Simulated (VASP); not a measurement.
Wanted: the native input for a VASP 6.6.1 run.

```yaml
Task: relaxation of cell and atoms
Functional: RPBE
Potentials_or_basis: VASP PAW PBE potentials, release 64 (Si, C)
Cutoff: 600 eV
k_mesh: 10 × 10 × 5
Occupations: fermi-dirac, width 0.05 eV
Spin: no spin polarisation
Dipole_correction: no
Further_INCAR_settings: ALGO = Normal; EDIFF = 1e-07; IBRION = 2; EDIFFG = -0.01; NSW = 60; ISIF = 3
```

The structure of SiC (Moissanite) lies in POSCAR:

```
SiC
1.0
    3.0760000000      0.0000000000      0.0000000000
   -1.5380000000      2.6638941420      0.0000000000
    0.0000000000      0.0000000000      5.0480000000
Si C
2 2
Direct
    0.6666666667      0.3333333333      0.5000000000
    0.3333333333      0.6666666667      0.0000000000
    0.6666666667      0.3333333333      0.8850000000
    0.3333333333      0.6666666667      0.3850000000
```

One way to write it, as run:

INCAR

```
SYSTEM = SiC
ALGO = Normal ; EDIFF = 1E-7
EDIFFG = -0.01 ; ENCUT = 600
GGA = RP ; IBRION = 2
ISIF = 3 ; ISMEAR = -1
LASPH = .True. ; LCHARG = .False.
LREAL = .False. ; LWAVE = .False.
NELM = 60 ; NSW = 60
PREC = Accurate ; SIGMA = 0.05
```

KPOINTS

```
k-points
0
Gamma
  10 10 5
  0 0 0
```

Potentials or basis: VASP PAW PBE potentials, release 64 (Si, C).

Command:

```sh
$ cat potpaw_PBE.64/Si/POTCAR potpaw_PBE.64/C/POTCAR > POTCAR
$ mpirun -np 1 vasp_std > vasp.out
```

It gave:

The relaxed volume is 10.62 Å³/atom and the relaxed cell is a = 3.104 Å, b = 3.104 Å, c = 5.093 Å, α = 90.00°, β = 90.00°, γ = 120.00°. The space group after relaxing (to 0.05 Å) is P6_3mc (No. 186). The energy gained by relaxing is 14.4 meV/atom. The ionic steps are 6 and the pressure after relaxing is 0.1 GPa. The largest force after relaxing is 0.004 eV/Å and the band gap on the k mesh is 2.52 eV, indirect (least direct gap 3.96 eV).

Caveat: the PAW data sets were made with another functional, which shifts forces and pressure a little.

It took 2.9 min on 1 thread of Intel Xeon 8259CL, on a shared host, peak memory 0.19 GiB.
